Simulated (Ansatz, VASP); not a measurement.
# One calculation of Cl, two programs

```
CELL_PARAMETERS angstrom
0.00000 3.24063 3.24063
3.24063 0.00000 3.24063
3.24063 3.24063 0.00000
ATOMIC_POSITIONS crystal
Cl 0.87500 0.87500 0.87500
Cl 0.12500 0.12500 0.12500
```

Change from the starting cell: volume scaled by 1, norm-conserving files.

Alike in both runs: task single point; functional PBE; k mesh 11 × 11 × 11; occupations fermi-dirac, width 0.1 eV; no spin polarisation.

|  | VASP | Ansatz |
| --- | --- | --- |
| version | VASP 6.6.1 | Ansatz 0.2.0 |
| potentials or method | VASP PAW PBE potentials, release 64 (Cl) | norm-conserving pseudopotentials, scalar-relativistic |
| plane-wave cutoff (eV) | 520 | 789 |
| valence electrons in the cell | 14 | 14 |

```csv
,VASP,Ansatz,Ansatz less VASP
pressure (GPa),0.0,0.0,+0.06
```

With one functional, cell and mesh, what is left measures potentials, basis and numerics.
